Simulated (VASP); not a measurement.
Wanted: the native input for a VASP 6.6.1 run.

```
Task                   : relaxation of cell and atoms
Functional             : LDA
Potentials or basis    : VASP PAW LDA potentials, release 64 (Ga_d)
Cutoff                 : 600 eV
k mesh                 : 8 × 8 × 12
Occupations            : fermi-dirac, width 0.08 eV
Spin                   : no spin polarisation
Target pressure        : 29 GPa
Dipole correction      : no
Further INCAR settings : ALGO = Normal; EDIFF = 1e-07; IBRION = 2; EDIFFG = -0.005; NSW = 32; ISIF = 3
```

The structure of Ga lies in POSCAR:

```
Ga
1.0
    4.3055156942      0.0000000000      0.0000000000
   -2.1527578471      3.7286859676      0.0000000000
    0.0000000000      0.0000000000      2.5377426291
Ga
3
Direct
    0.0000000000      0.0000000000      0.0000000000
    0.3333333333      0.6666666667      0.5000000000
    0.6666666667      0.3333333333      0.5000000000
```

This isn't the form of Ga at room conditions, which is orthorhombic.

The input as run:

INCAR

```
SYSTEM = Ga
ALGO = Normal
EDIFF = 1E-7
EDIFFG = -0.005
ENCUT = 600
IBRION = 2
ISIF = 3
ISMEAR = -1
LASPH = .TRUE.
LCHARG = .FALSE.
LREAL = .FALSE.
LWAVE = .FALSE.
NELM = 100
NSW = 32
PREC = Accurate
PSTRESS = 290.0
SIGMA = 0.08
```

KPOINTS

```
k-points
0
G
  8 8 12
  0 0 0
```

Potentials or basis: VASP PAW LDA potentials, release 64 (Ga_d).

Launch:

```sh
$ cat potpaw_LDA.64/Ga_d/POTCAR > POTCAR
$ mpirun -np 1 vasp_std > vasp.out
```

Results of the run:

```yaml
Relaxed_volume: 13.61 Å³/atom
Relaxed_cell: a = 4.309 Å, b = 4.309 Å, c = 2.540 Å, α = 90.00°, β = 90.00°, γ = 120.00°
Space_group_after_relaxing_to_0.1_Å: P6/mmm (No. 191)
Energy_change_on_relaxing_the_run_minimises_the_enthalpy: -6.1 meV/atom
Ionic_steps: 3
Pressure_after_relaxing: 29.0 GPa
```

Caveat: the cell is relaxed towards a set pressure, so the run minimises the enthalpy, not the energy; the highest band is partly filled, so the run has too few bands.

Wall time 81 s on 1 thread of Intel(R) Xeon(R) Platinum 8488C (Sapphire Rapids) (shared host), peak memory 0.19 GiB.
